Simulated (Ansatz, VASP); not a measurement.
## One calculation of CdSiN2, two programs

File INCAR:

```
SYSTEM = CdSiN2
PREC = Accurate
ENCUT = 600
EDIFF = 1E-6
ISMEAR = -1
SIGMA = 0.02
LREAL = .False.
LASPH = .True.
NELM = 120
ALGO = Normal
ISIF = 2
LWAVE = .False.
LCHARG = .False.
GGA = PE
NBANDS = 25
GGA_COMPAT = .False.
```

The input KPOINTS:

```
regular mesh
0
Gamma
  8 8 6
  0 0 0
```

Contents of POSCAR:

```
CdSiN2
1.0
    3.1480664100      0.0000000000      0.0000000000
    0.0000000000      3.1480664100      0.0000000000
    0.0000000000      0.0000000000      5.1102333328
Cd N Si
1 2 1
Direct
    0.0000000000      0.0000000000      0.0000000000
    0.0000000000      0.5000000000      0.3225100448
    0.5000000000      0.0000000000      0.6774899552
    0.5000000000      0.5000000000      0.5000000000
```

Input for Ansatz:

```yaml
crystal:
  lattice:
    - [3.14806641, 0.0, 0.0]
    - [0.0, 3.14806641, 0.0]
    - [0.0, 0.0, 5.1102333328]
  atoms:
    - { symbol: Cd, position: [0.0, 0.0, 0.0] }
    - { symbol: "N", position: [0.0, 0.5, 0.3225100448] }
    - { symbol: Si, position: [0.5, 0.5, 0.5] }
    - { symbol: "N", position: [0.5, 0.0, 0.6774899552] }
kpoints:
  mp_grid: { grid: [8, 8, 6] }
  band_path:
    path:
      - [0.0, 0.0, 0.0]
      - [0.0, 0.5, 0.0]
      - [0.5, 0.5, 0.0]
      - [0.0, 0.0, 0.5]
      - [0.0, 0.5, 0.5]
      - [0.5, 0.5, 0.5]
    npoints: 1
hamiltonian:
  xc: pbe
scf:
  occupations: { method: fermi_dirac, width: 0.02 }
  n_extra_bands: 5
output:
  forces: true
  stress: true
  eigenvalues: true
```

Change from the starting cell: biaxial_xy strain +3.8%.

Alike in both runs: task single point; functional PBE; k mesh 8 × 8 × 6; occupations fermi-dirac, width 0.02 eV; no spin polarisation.

```csv
,VASP,Ansatz
version,VASP 6.6.1,Ansatz 0.2.0
potentials or method,"VASP PAW PBE potentials, release 64 (Cd_sv_GW, N, Si)","plane waves, PAW"
plane-wave cutoff (eV),600,420
valence electrons in the cell,34,34
```

```csv
,VASP,Ansatz,Ansatz less VASP
gap on the k mesh at the Fermi level (eV),0.82,0.81,-0.004
pressure (GPa),-8.1,-7.6,+0.51
rms of the force components (eV/Å),0.024,0.027,+0.0035
```
